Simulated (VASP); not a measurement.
Write the native input for VASP 6.6.1 that does the following.

```
Task                   : relaxation of shape and atoms at fixed volume
Functional             : RPBE
Dispersion             : D4
Potentials or basis    : VASP PAW PBE potentials, release 64 (Ga_d, N)
Cutoff                 : 600 eV
k mesh                 : 8 × 8 × 6
Occupations            : gaussian, width 0.05 eV
Spin                   : no spin polarisation
Dipole correction      : no
Further INCAR settings : ALGO = Normal; EDIFF = 1e-06; IBRION = 2; EDIFFG = -0.01; NSW = 60; ISIF = 4
```

The structure of GaN lies in POSCAR:

```
GaN
1.0
    3.1700932471      0.0000000001      0.0000000000
   -1.5850466237      2.7453812843      0.0000000000
    0.0000000000      0.0000000000      5.1674748498
Ga N
2 2
Direct
    0.3333333333      0.6666666667     -0.0007355918
    0.6666666667      0.3333333333      0.4992644082
    0.3333333333      0.6666666667      0.3757355918
    0.6666666667      0.3333333333      0.8757355918
```

The input as run:

INCAR

```
ALGO     = Normal         # electronic algorithm
EDIFF    = 1E-6           # SCF threshold, eV
EDIFFG   = -0.01          # ionic threshold
ENCUT    = 600            # plane-wave cutoff, eV
GGA      = RP             # functional
IBRION   = 2              # ionic algorithm
ISIF     = 4              # what is computed and relaxed
ISMEAR   = 0              # smearing method
IVDW     = 13             # dispersion correction
LASPH    = True           # aspherical terms in the spheres
LCHARG   = False          # write CHGCAR
LREAL    = False          # projectors in reciprocal space
LWAVE    = False          # write WAVECAR
NELM     = 100            # most SCF steps
NSW      = 60             # ionic steps
PREC     = Accurate       # precision mode
SIGMA    = 0.05           # smearing width, eV
```

KPOINTS

```
k-points
0
Gamma
  8 8 6
```

Potentials or basis: VASP PAW PBE potentials, release 64 (Ga_d, N).

The run is started by

```sh
$ cat potpaw_PBE.64/Ga_d/POTCAR potpaw_PBE.64/N/POTCAR > POTCAR
$ mpirun -np 1 vasp_std > vasp.out
```

It gave:

```json
{
 "Pressure after relaxing": "-0.4 GPa",
 "Largest force after relaxing": "0.009 eV/Å",
 "Band gap on the k mesh": "2.07 eV, direct",
 "Dispersion energy per atom": "-0.821 eV"
}
```

Caveat: the relaxation stopped at its first step, so nothing moved; the PAW data sets were made with another functional, which shifts forces and pressure a little.

Wall time 42 s on 1 thread of Intel(R) Xeon(R) Platinum 8488C (Sapphire Rapids), with other jobs on the host, peak memory 0.2 GiB.
